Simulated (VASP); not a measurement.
Crystal: CoO.

```xyz
2
Lattice="0.0000 2.2103 2.2103 2.2103 0.0000 2.2103 2.2103 2.2103 0.0000" Properties=species:S:1:pos:R:3 pbc="T T T"
Co    0.0000    0.0000    0.0000
O     1.1052    1.1052    1.1052
```

* Program: VASP 6.6.1
* Task: relaxation of cell and atoms
* Functional: PBEsol
* Potentials or basis: VASP PAW PBE potentials, release 64 (Co, O)
* Cutoff: 600 eV
* k mesh: 16 × 16 × 16
* Occupations: gaussian, width 0.1 eV
* Spin: collinear spin, ferromagnetic start
* Starting moments: [2.2, 0.29] μB

At the start: pressure -3.2 GPa; volume 10.80 Å³/atom.

Problem. How do energy, volume and symmetry change on relaxing?

Solution. Over 5 steps the energy falls by 7.7 meV/atom and the volume is 10.25 Å³/atom (-5.1 %); space group F-43m (No. 216, to 0.1 Å) before and after; moment 1.81 μB per cell.

The path:
```csv
step,energy change (eV),largest force (eV/Å),pressure (GPa),volume (Å³)
1,0.0000,0.0000,-3.23,21.60
2,-0.0121,0.0000,-2.35,20.92
3,-0.0133,0.0000,2.47,20.22
4,-0.0154,0.0000,-0.47,20.57
5,-0.0155,0.0000,0.01,20.50
```

Final structure:
```
Co O
1.0
     0.00000    2.17232    2.17232
     2.17232    0.00000    2.17232
     2.17232    2.17232    0.00000
Co O
1 1
Direct
  0.00000 0.00000 0.00000
  0.25000 0.25000 0.25000
```

Caveat: the PAW data sets were made with another functional, which shifts forces and pressure a little; a cell with one magnetic atom can't hold antiferromagnetic order, which such compounds often take.
